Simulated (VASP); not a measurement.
SiC (kscan), 2 atoms in the cell. Symmetry: F-43m, No. 216, cubic system. The conventional cell has a = 4.354 Å, b = 4.354 Å, c = 4.354 Å, α = 90.00°, β = 90.00°, γ = 90.00°. Si (site symmetry -43m) has 4 C at 1.89 Å within 2.5 Å. Within 2.5 Å of C (site symmetry -43m) lie 4 Si at 1.89 Å. 

- Program: VASP 6.6.1
- Task: relaxation of cell and atoms
- Functional: r2SCAN
- Potentials or basis: VASP PAW PBE potentials, release 64 (Si, C)
- Cutoff: 600 eV
- k mesh: 10 × 10 × 10
- Occupations: gaussian, width 0.02 eV
- Spin: no spin polarisation
- Dipole correction: no
- Further INCAR settings: ALGO = Normal; EDIFF = 1e-06; IBRION = 2; EDIFFG = -0.002; NSW = 100; ISIF = 3

Potentials or basis: VASP PAW PBE potentials, release 64 (Si, C).

Run with:

```sh
$ cat potpaw_PBE.64/Si/POTCAR potpaw_PBE.64/C/POTCAR > POTCAR
$ cp INCAR.step1 INCAR
$ mpirun -np 1 vasp_std > vasp.out
$ cp INCAR.step2 INCAR
$ mpirun -np 1 vasp_std > vasp.out
```

Hardware: 1 thread of Intel Xeon 8259CL, with other jobs on the host.

Question: Estimate the wall time of this run.

Answer: It took 75 s on 1 thread of Intel Xeon 8259CL (shared host), peak memory 0.16 GiB. Counts: k points 47, ion steps 1.
